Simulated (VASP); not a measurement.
# Ge (P6_3/mmc) in VASP: a series of runs

Runs on Ge. Level: PBE. Tasks: relaxation of shape and atoms at fixed volume, single point.

All numbers are computed with VASP 6.6.1; they aren't measurements. Logs are shortened: lines on timing, memory, paths and dates and some standing lists are left out, and cuts for length are marked.

## 1. The cell of the first run

The structure is hexagonal, space group P6_3/mmc (No. 194). The conventional cell has a = 3.974 Å, b = 3.974 Å, c = 6.561 Å, α = 90.00°, β = 90.00°, γ = 120.00°. Ge (site symmetry 3m) has 4 Ge at 2.44 to 2.45 Å within 3.2 Å.

This isn't the form of Ge at room conditions, which is diamond.

## 2. Relaxation of shape and atoms at fixed volume, PBE (22.43 Å³/atom)

Input file INCAR:

```
ALGO = Normal ; EDIFF = 1E-7
EDIFFG = -0.01 ; ENCUT = 600
GGA = PE ; IBRION = 2
ISIF = 4 ; ISMEAR = 0
LASPH = T ; LCHARG = F
LREAL = F ; LWAVE = F
NELM = 60 ; NSW = 50
PREC = Accurate ; SIGMA = 0.1
```

Input file KPOINTS:

```
k-points
0
Gamma
  12 12 6
```

Input file POSCAR:

```
Ge
1.0
    3.9738737804      0.0000000000      0.0000000000
   -1.9869368902      3.4414756453      0.0000000000
    0.0000000000      0.0000000000      6.5606603594
Ge
4
Direct
    0.6666666667      0.3333333333      0.0629628720
    0.3333333333      0.6666666667      0.5629628720
    0.6666666667      0.3333333333      0.4370371280
    0.3333333333      0.6666666667      0.9370371280
```

Potentials or basis: VASP PAW PBE potentials, release 64 (Ge_d).

Launch:

```console
cat potpaw_PBE.64/Ge_d/POTCAR > POTCAR
mpirun -np 1 vasp_std > vasp.out
```

OUTCAR:

```text
EDIFF = 1E-7
   EDIFFG = -0.01
   ENCUT = 600
   GGA = PE
   IBRION = 2
   ISIF = 4
   ISMEAR = 0
   LASPH = T
   LREAL = F
   NELM = 60
   NSW = 50
   PREC = Accurate

 ion  position               nearest neighbor table
   1  0.667  0.333  0.063-   4 2.44   4 2.44   4 2.44   3 2.45
   2  0.333  0.667  0.563-   3 2.44   3 2.44   3 2.44   4 2.45
   3  0.667  0.333  0.437-   2 2.44   2 2.44   2 2.44   1 2.45
   4  0.333  0.667  0.937-   1 2.44   1 2.44   1 2.44   2 2.45

  LATTYP: Found a hexagonal cell.
 ALAT       =     3.9738737804
 C/A-ratio  =     1.6509483496

  Lattice vectors:

 A1 = (   3.9738737804,   0.0000000000,   0.0000000000)
 A2 = (  -1.9869368902,   3.4414756453,   0.0000000000)
 A3 = (   0.0000000000,   0.0000000000,   6.5606603594)

Analysis of symmetry for initial positions (statically):
=====================================================================
 Subroutine PRICEL returns:
 Original cell was already a primitive cell.

 Routine SETGRP: Setting up the symmetry group for a
 hexagonal supercell.

 Subroutine GETGRP returns: Found 24 space group operations
 (whereof 12 operations were pure point group operations)
 out of a pool of 24 trial point group operations.

The static configuration has the point symmetry D_3d.
 The point group associated with its full space group is D_6h.

Analysis of symmetry for dynamics (positions and initial velocities):
=====================================================================
 Subroutine PRICEL returns:
 Original cell was already a primitive cell.

 Routine SETGRP: Setting up the symmetry group for a
 hexagonal supercell.

 Subroutine GETGRP returns: Found 24 space group operations
 (whereof 12 operations were pure point group operations)
 out of a pool of 24 trial point group operations.

The dynamic configuration has the point symmetry D_3d.
 The point group associated with its full space group is D_6h.

 Subroutine INISYM returns: Found 24 space group operations
 (whereof 12 operations are pure point group operations),
 and found     1 'primitive' translations

----------------------------------------------------------------------------------------

                                     Primitive cell

  volume of cell :      89.7235

  direct lattice vectors                    reciprocal lattice vectors
     3.973873780  0.000000000  0.000000000     0.251643624  0.145286514  0.000000000
    -1.986936890  3.441475645  0.000000000     0.000000000  0.290573028  0.000000000
     0.000000000  0.000000000  6.560660359     0.000000000  0.000000000  0.152423681

  length of vectors
     3.973873780  3.973873780  6.560660359     0.290573028  0.290573028  0.152423681

  position of ions in fractional coordinates (direct lattice)
     0.666666667  0.333333333  0.062962872
     0.333333333  0.666666667  0.562962872
     0.666666667  0.333333333  0.437037128
     0.333333333  0.666666667  0.937037128

  ion indices of the primitive-cell ions
   primitive index   ion index
                 1           1
                 2           2
                 3           3
                 4           4

----------------------------------------------------------------------------------------

 KPOINTS: k-points

Automatic generation of k-mesh.
 Grid dimensions read from file:
 generate k-points for:   12   12    6

 Generating k-lattice:

  Cartesian coordinates                     Fractional coordinates (reciprocal lattice)
     0.020970302  0.012107210  0.000000000     0.083333333  0.000000000  0.000000000
     0.000000000  0.024214419  0.000000000     0.000000000  0.083333333  0.000000000
     0.000000000  0.000000000  0.025403947     0.000000000  0.000000000  0.166666667

  Length of vectors
     0.024214419  0.024214419  0.025403947

  Shift w.r.t. Gamma in fractional coordinates (k-lattice)
     0.000000000  0.000000000  0.000000000

 Subroutine IBZKPT returns following result:
 ===========================================

 Found     76 irreducible k-points:

 Following reciprocal coordinates:
            Coordinates               Weight
  0.000000  0.000000  0.000000      1.000000
  0.083333 -0.000000  0.000000      6.000000
  0.166667 -0.000000  0.000000      6.000000
  0.250000  0.000000  0.000000      6.000000
  0.333333 -0.000000  0.000000      6.000000
  0.416667 -0.000000  0.000000      6.000000
[... 16 lines left out ...]
  0.250000  0.000000  0.166667     12.000000
  0.333333 -0.000000  0.166667     12.000000
 [... further k-points ...]
   k-points           NKPTS =     76   k-points in BZ     NKDIM =     76   number of bands    NBANDS=     33
   number of dos      NEDOS =    301   number of ions     NIONS =      4
   total plane-waves  NPLWV =  55296
   dimension x,y,z NGX =    32 NGY =   32 NGZ =   54
   dimension x,y,z NGXF=    64 NGYF=   64 NGZF=  108
   ions per type =               4
   NGX,Y,Z   is equivalent  to a cutoff of  13.39, 13.39, 13.68 a.u.
   NGXF,Y,Z  is equivalent  to a cutoff of  26.77, 26.77, 27.37 a.u.
 SYSTEM =  unknown system
   PREC   = accura    normal or accurate (medium, high low for compatibility)
   ISTART =      0    job   : 0-new  1-cont  2-samecut
   ICHARG =      2    charge: 1-file 2-atom 10-const
   ISPIN  =      1    spin polarized calculation?
   LNONCOLLINEAR =      F non collinear calculations
   LSORBIT =      F    spin-orbit coupling
   LASPH  =      T    aspherical Exc in radial PAW
   ENCUT  =  600.0 eV  44.10 Ry    6.64 a.u.   7.94  7.94 13.10*2*pi/ulx,y,z
   NELM   =     60;   NELMIN=  2; NELMDL= -5     # of ELM steps
   EDIFF  = 0.1E-06   stopping-criterion for ELM
   LREAL  =      F    real-space projection
   EDIFFG = -.1E-01   stopping-criterion for IOM
   NSW    =     50    number of steps for IOM
   IBRION =      2    ionic relax: 0-MD 1-quasi-New 2-CG
   NFREE  =      1    steps in history (QN), initial steepest desc. (CG)
   ISIF   =      4    stress and relaxation
   ISYM   =      2    0-nonsym 1-usesym 2-fastsym
   POTIM  = 0.5000    time-step for ionic-motion
   TEBEG  =    0.0;   TEEND  =   0.0 temperature during run
   PSTRESS=    0.0 pullay stress
   NELECT =      56.0000    total number of electrons
   NUPDOWN=      -1.0000    fix difference up-down
   EMIN   =  10.00;   EMAX   =-10.00  energy-range for DOS
   EFERMI =   0.00;   METHOD = LEGACY
   ISMEAR =     0;   SIGMA  =   0.10  broadening in eV -4-tet -1-fermi 0-gaus
   EFERMI_NEDOS =   21; number of points for ismear=-14 and -15
   IALGO  =     38    algorithm
   IMIX   =      4    mixing-type and parameters
     AMIX     =   0.40;   BMIX     =  1.00
     AMIX_MAG =   1.60;   BMIX_MAG =  1.00
  volume/ion in A,a.u.               =      22.43       151.37
  Fermi-wavevector in a.u.,A,eV,Ry     =   1.399057  2.643834 26.631505  1.957360
  Thomas-Fermi vector in A             =   2.522154
   LORBIT       =      0    0 simple, 1 ext, 2 COOP (PROOUT), +10 PAW based schemes
   GGA     = PE    functional components
   LHFCALC =     F    Hartree Fock is set to
   AEXX    =    0.0000 exact exchange contribution
   IVDW    =     0    specifies the selected vdW correction
   LEPSILON=     F    determine dielectric tensor
   LRPA    =     F    only Hartree local field effects (RPA)
 conjugate gradient relaxation of ions
 non-spin polarized calculation
 Gauss-broadening in eV      SIGMA  =   0.10
  energy-cutoff  :      600.00
  volume of cell :       89.72
 maximum number of plane-waves:      3026
 NGX is ok and might be reduce to    32
   NGX = 15   NGY = 15   NGZ = 27

 number of electron      56.0000001 magnetization

 Free energy of the ion-electron system (eV)
  ---------------------------------------------------
  ext. energy  EPLUGINS =         0.00000000
  ---------------------------------------------------
  free energy    TOTEN  =       -17.93157970 eV

  energy without entropy =      -17.93112808  energy(sigma->0) =      -17.93135389

 E-fermi :   5.2062     XC(G=0):  -9.9645

 val. band max:        5.2014373387   @ k =   0.0000   0.0000   0.1667
 cond. band min:       5.2616314531   @ k =   0.0000   0.0000   0.0000
 fundamental gap:      0.0601941144
 Fermi energy:         5.2061758104

 k-point     1 :       0.0000    0.0000    0.0000
  band No.  band energies     occupation
      1     -19.7863      2.00000
      2     -19.7863      2.00000
      3     -19.7467      2.00000
      4     -19.7461      2.00000
      5     -19.7461      2.00000
      6     -19.7337      2.00000
[... 25 lines left out ...]
     32       7.4030      0.00000
     33       7.9104      0.00000

 k-point     2 :       0.0833   -0.0000    0.0000
  band No.  band energies     occupation
      1     -19.7913      2.00000
      2     -19.7878      2.00000
      3     -19.7516      2.00000
      4     -19.7488      2.00000
      5     -19.7462      2.00000
      6     -19.7275      2.00000
[... 25 lines left out ...]
     32       7.6426      0.00000
     33       8.1936      0.00000

 k-point     3 :       0.1667   -0.0000    0.0000
  band No.  band energies     occupation
      1     -19.7997      2.00000
      2     -19.7911      2.00000
      3     -19.7608      2.00000
      4     -19.7546      2.00000
      5     -19.7452      2.00000
      6     -19.7179      2.00000
[... 25 lines left out ...]
     32       8.1709      0.00000
     33       8.4604      0.00000

 k-point     4 :       0.2500    0.0000    0.0000
  band No.  band energies     occupation
      1     -19.8054      2.00000
      2     -19.7938      2.00000
      3     -19.7704      2.00000
      4     -19.7605      2.00000
      5     -19.7414      2.00000
      6     -19.7104      2.00000
[... 673 lines left out ...]
     32       8.3854      0.00000
     33       8.5712      0.00000

 k-point    23 :       0.2500    0.0000    0.1667
  band No.  band energies     occupation
      1     -19.8022      2.00000
      2     -19.7920      2.00000
      3     -19.7680      2.00000
      4     -19.7635      2.00000
      5     -19.7450      2.00000
      6     -19.7114      2.00000
[... 25 lines left out ...]
     32       8.8958      0.00000
     33       9.5763      0.00000

 k-point    24 :       0.3333   -0.0000    0.1667
  band No.  band energies     occupation
      1     -19.8031      2.00000
      2     -19.7936      2.00000
      3     -19.7766      2.00000
      4     -19.7674      2.00000
      5     -19.7374      2.00000
      6     -19.7061      2.00000
[... 25 lines left out ...]
     32       9.1374      0.00000
     33       9.8319      0.00000

 [... further k-points ...]

------------------------ aborting loop because EDIFF is reached ----------------------------------------

  FORCE on cell =-STRESS in cart. coord.  units (eV):
  Direction    XX          YY          ZZ          XY          YZ          ZX
  --------------------------------------------------------------------------------------
  -------------------------------------------------------------------------------------
  Total        2.3647287      2.3647287      2.3450493     -0.0000000      0.0000000      0.0000000
  in kB       42.2265474     42.2265474     41.8751363     -0.0000000      0.0000000      0.0000000
  external PRESSURE =      42.1094104 kB  Pullay stress =       0.0000000 kB

 VOLUME and BASIS-vectors are now :
 -----------------------------------------------------------------------------
  energy-cutoff  :      600.00
  volume of cell :       89.72
      direct lattice vectors                 reciprocal lattice vectors
     3.973873780  0.000000000  0.000000000     0.251643624  0.145286514  0.000000000
    -1.986936890  3.441475645  0.000000000     0.000000000  0.290573028  0.000000000
     0.000000000  0.000000000  6.560660359     0.000000000  0.000000000  0.152423681

 POSITION                                       TOTAL-FORCE (eV/Angst)
 -----------------------------------------------------------------------------------
      1.98694      1.14716      0.41308         0.000000     -0.000000      0.004227
     -0.00000      2.29432      3.69341        -0.000000      0.000000      0.004227
      1.98694      1.14716      2.86725         0.000000      0.000000     -0.004227
     -0.00000      2.29432      6.14758        -0.000000      0.000000     -0.004227
 -----------------------------------------------------------------------------------
    total drift:                               -0.000000      0.000000     -0.000000

  FREE ENERGIE OF THE ION-ELECTRON SYSTEM (eV)
  ---------------------------------------------------
  free  energy   TOTEN  =       -17.9315797023 eV

  energy  without entropy=      -17.9311280760  energy(sigma->0) =      -17.93135389

 reached required accuracy - stopping structural energy minimisation
```

Run time: 2.7 min. Hardware: 1 thread of Intel Xeon Platinum 8488C (Sapphire Rapids), shared host; peak memory 0.34 GiB.

Results:

```
Free energy                  : -17.9316 eV
Pressure after relaxing      : 4.2 GPa
Largest force after relaxing : 0.004 eV/Å
Band gap on the k mesh       : zero (bands 28 and 29 overlap by 0.06 eV)
```

Forces on the atoms (eV/Å):
```
Ge   0.000  0.000  0.004
Ge   0.000  0.000  0.004
Ge   0.000  0.000 -0.004
Ge   0.000  0.000 -0.004
```

Final structure:
```xyz
4
Lattice="3.9739 0.0000 0.0000 -1.9869 3.4415 0.0000 0.0000 0.0000 6.5607" Properties=species:S:1:pos:R:3 pbc="T T T"
Ge    1.9869    1.1472    0.4131
Ge    0.0000    2.2943    3.6934
Ge    1.9869    1.1472    2.8673
Ge    0.0000    2.2943    6.1476
```

Caveat: the relaxation stopped at its first step, so nothing moved; semilocal functionals underestimate gaps, so a narrow gap can read as zero.

## 3. Relaxation of shape and atoms at fixed volume, PBE (23.15 Å³/atom)

This run uses another cell than the first one, of 23.15 Å³/atom.

Input file INCAR:

```
SYSTEM = Ge
ALGO = Normal ; EDIFF = 1E-6
EDIFFG = -0.01 ; ENCUT = 600
GGA = PE ; IBRION = 2
ISIF = 4 ; ISMEAR = 0
LASPH = .True. ; LCHARG = .False.
LREAL = .False. ; LWAVE = .False.
NELM = 60 ; NSW = 50
PREC = Accurate ; SIGMA = 0.1
```

Input file KPOINTS:

```
k-points
0
Gamma
  12 12 6
  0 0 0
```

Input file POSCAR:

```
Ge
1.0
    4.0171624314      0.0000000000      0.0000000000
   -2.0085812157      3.4789647167      0.0000000000
    0.0000000000      0.0000000000      6.6249222908
Ge
4
Direct
    0.6666666667      0.3333333333      0.0627911823
    0.3333333333      0.6666666667      0.5627911823
    0.6666666667      0.3333333333      0.4372088177
    0.3333333333      0.6666666667      0.9372088177
```

Potentials or basis: VASP PAW PBE potentials, release 64 (Ge_d).

Launch:

```console
cat potpaw_PBE.64/Ge_d/POTCAR > POTCAR
mpirun -np 1 vasp_std > vasp.out
```

It took 3.3 min on 1 thread of Intel Xeon Platinum 8488C (Sapphire Rapids), shared host; peak memory 0.36 GiB.

Results (log left out):

| Item | Value |
| --- | --- |
| Free energy | -17.9861 eV |
| Energy gained by relaxing | 0.0 meV/atom |
| Ionic steps | 2 |
| Pressure after relaxing | 1.9 GPa |

Final structure:
```yaml
crystal:
  lattice:
    - [4.01694, 0.00000, 0.00000]
    - [-2.00847, 3.47878, 0.00000]
    - [0.00000, 0.00000, 6.62564]
  atoms:
    - { symbol: Ge, position: [0.66667, 0.33333, 0.06286] }
    - { symbol: Ge, position: [0.33333, 0.66667, 0.56286] }
    - { symbol: Ge, position: [0.66667, 0.33333, 0.43714] }
    - { symbol: Ge, position: [0.33333, 0.66667, 0.93714] }
```

Levels at points of the mesh, in eV from the Fermi level:
| k point | band 24 | band 25 | band 26 | band 27 | band 28 | band 29 | band 30 | band 31 | band 32 | band 33 |
| --- | --- | --- | --- | --- | --- | --- | --- | --- | --- | --- |
| (0.00, 0.00, 0.00) | -1.48 | -1.48 | -0.17 | -0.15 | -0.14 | 0.10 | 0.10 | 2.25 | 2.25 | 2.73 |
| (0.50, 0.00, 0.00) | -6.73 | -4.52 | -3.04 | -2.77 | -1.44 | 0.54 | 1.60 | 3.56 | 3.69 | 4.28 |
| (0.00, 0.00, 0.50) | -4.80 | -0.86 | -0.86 | -0.86 | -0.86 | 0.63 | 0.63 | 3.34 | 3.34 | 3.34 |
| (0.50, 0.00, 0.50) | -7.83 | -2.53 | -2.53 | -2.39 | -2.39 | 0.51 | 0.51 | 2.12 | 2.12 | 6.05 |

(Continued in part 2 of 3.)
